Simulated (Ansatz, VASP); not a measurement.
**Two plane-wave programs on SnSe**

```
Sn Se
1.0
     0.00000    2.94207    3.01259
     2.94207    0.00000    3.01259
     2.94207    2.94207    0.00000
Sn Se
1 1
Cartesian
  0.0000 0.0000 0.0000
  2.9421 2.9421 3.0126
```

Change from the starting cell: epitaxial_xy strain -2.0%.

Alike in both runs: task single point; functional PBE; k mesh 8 × 8 × 8; occupations fermi-dirac, width 0.02 eV; no spin polarisation.

|  | VASP | Ansatz |
| --- | --- | --- |
| version | VASP 6.6.1 | Ansatz 0.2.0 |
| potentials or method | VASP PAW PBE potentials, release 64 (Sn_d, Se) | plane waves, PAW |
| plane-wave cutoff (eV) | 500 | 420 |
| valence electrons in the cell | 20 | 30 |

|  | VASP | Ansatz | Ansatz less VASP |
| --- | --- | --- | --- |
| pressure (GPa) | 3.6 | 3.6 | +0.01 |
| traceless stress, the component that is largest in VASP (GPa) | -2.23 | -2.22 | +0.006 |

VASP's potentials hold 20 valence electrons a cell and Ansatz's 30, so a difference there can come from the potentials and not from the codes.
